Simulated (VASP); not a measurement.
Wanted: the native input for a VASP 6.6.1 run.

```yaml
Task: single point
Functional: LDA
Potentials_or_basis: VASP PAW LDA potentials, release 64 (C)
Cutoff: 520 eV
k_mesh: 13 × 13 × 13
Occupations: fermi-dirac, width 0.05 eV
Spin: no spin polarisation
Dipole_correction: no
Further_INCAR_settings: ALGO = Normal; EDIFF = 1e-06; NBANDS = 11
```

The structure of C lies in POSCAR:

```
C
1.0
    0.0000000000      1.7658874545      1.7658874545
    1.7658874545      0.0000000000      1.7658874545
    1.7658874545      1.7658874545      0.0000000000
C
2
Direct
    0.5000000000      0.5000000000      0.5000000000
    0.7500000000      0.7500000000      0.7500000000
```

The input as run:

INCAR

```
SYSTEM = C
ALGO = Normal ; EDIFF = 1E-6
ENCUT = 520 ; ISIF = 2
ISMEAR = -1 ; LASPH = .TRUE.
LCHARG = .TRUE. ; LELF = .TRUE.
LREAL = .FALSE. ; LVHAR = .TRUE.
LWAVE = .FALSE. ; NBANDS = 11
NELM = 60 ; PREC = Accurate
SIGMA = 0.05
```

KPOINTS

```
k-points
0
G
  13 13 13
  0 0 0
```

Potentials or basis: VASP PAW LDA potentials, release 64 (C).

Launch:

```bash
$ cat potpaw_LDA.64/C/POTCAR > POTCAR
$ mpirun -np 1 vasp_std > vasp.out
```

It gave:

| Item | Value |
| --- | --- |
| Pressure | 1.6 GPa |
| Band gap on the k mesh | 4.18 eV, indirect (least direct gap 5.63 eV) |

Wall time 8.2 s on 1 thread of AMD EPYC 7R43 64-Core Processor (Zen 3), with other jobs on the host, peak memory 0.08 GiB.
